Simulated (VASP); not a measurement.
## Pd: single point with r2SCAN

Pd:

```
CELL_PARAMETERS angstrom
-1.56173 1.56173 1.56173
1.56173 -1.56173 1.56173
1.56173 1.56173 -1.56173
ATOMIC_POSITIONS crystal
Pd 0.00000 0.00000 0.00000
```

```
Program             : VASP 6.6.1
Task                : single point
Functional          : r2SCAN
Potentials or basis : VASP PAW PBE potentials, release 64 (Pd)
Cutoff              : 520 eV
k mesh              : 12 × 12 × 12
Occupations         : fermi-dirac, width 0.05 eV
Spin                : no spin polarisation
```

```json
{"Pressure": "-1.8 GPa", "Band gap on the k mesh": "zero (band 5 reaches 9.68 eV, above the bottom of band 6 at 7.97 eV)"}
```

Levels at points of the mesh, in eV from the Fermi level:
| k point | band 2 | band 3 | band 4 | band 5 | band 6 | band 7 | band 8 | band 9 |
| --- | --- | --- | --- | --- | --- | --- | --- | --- |
| (0.00, 0.00, 0.00) | -2.90 | -2.90 | -2.90 | -0.99 | -0.99 | 20.29 | 20.29 | 20.29 |
| (0.50, 0.00, 0.00) | -4.08 | -1.05 | -0.77 | 0.60 | 1.74 | 8.10 | 15.87 | 18.43 |
| (0.50, 0.50, 0.50) | -5.16 | 0.22 | 0.22 | 0.22 | 9.69 | 9.69 | 9.69 | 18.00 |

Wall time 46 s on 1 thread of Intel(R) Xeon(R) Platinum 8488C (Sapphire Rapids) (shared host), peak memory 0.13 GiB.

Caveat: the PAW data sets were made with another functional, which shifts forces and pressure a little.
